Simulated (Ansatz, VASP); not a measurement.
**BiTe in VASP and in Ansatz**

The input INCAR:

```
ALGO = Normal
EDIFF = 1E-6
ENCUT = 520
GGA = PS
ISIF = 2
ISMEAR = 1
LASPH = T
LCHARG = F
LREAL = F
LWAVE = F
NBANDS = 18
NELM = 100
PREC = Accurate
SIGMA = 0.1
```

KPOINTS

```
k-points
0
Gamma
  14 14 14
```

File POSCAR:

```
BiTe
1.0
    0.0000000000      3.1379500000      3.2350000000
    3.1379500000      0.0000000000      3.2350000000
    3.1379500000      3.1379500000      0.0000000000
Bi Te
1 1
Direct
    0.0000000000      0.0000000000      0.0000000000
    0.5000000000      0.5000000000      0.5000000000
```

Input for Ansatz:

```yaml
crystal:
  lattice:
    - [0.0, 3.13795, 3.235]
    - [3.13795, 0.0, 3.235]
    - [3.13795, 3.13795, 0.0]
  atoms:
    - { symbol: Bi, position: [0.0, 0.0, 0.0] }
    - { symbol: Te, position: [0.5, 0.5, 0.5] }
basis:
  ecutwfc: 420
kpoints:
  mp_grid: { grid: [14, 14, 14] }
hamiltonian:
  xc: pbesol
scf:
  occupations: { method: cold, width: 0.1 }
output:
  forces: true
  stress: true
  eigenvalues: true
```

Change from the starting cell: strain -0.0300 x Voigt [1, 1, 0, 0, 0, 0], atoms carried along.

Alike in both runs: task single point; functional PBEsol; k mesh 14 × 14 × 14; no spin polarisation.

|  | VASP | Ansatz |
| --- | --- | --- |
| version | VASP 6.6.1 | Ansatz 0.2.0 |
| potentials or method | VASP PAW PBE potentials, release 64 (Bi_d, Te), cutoff 520 eV | scalar-relativistic, plane waves, PAW |
| occupations | methfessel-paxton of order 1, width 0.1 eV | cold, width 0.1 eV |
| valence electrons in the cell | 21 | 31 |

```csv
,VASP,Ansatz,Ansatz less VASP
gap on the k mesh at the Fermi level (eV),none,none,-
pressure (GPa),1.6,1.6,+0.01
"traceless stress, the component that is largest in VASP (GPa)",-1.92,-1.97,-0.045
```

VASP's potentials were made for PBE, not for PBEsol. A gap of «none» marks a metal or a gap that the smearing closes. VASP's potentials hold 21 valence electrons a cell and Ansatz's 31, so a difference there can come from the potentials and not from the codes.

Spin-orbit coupling is off throughout.
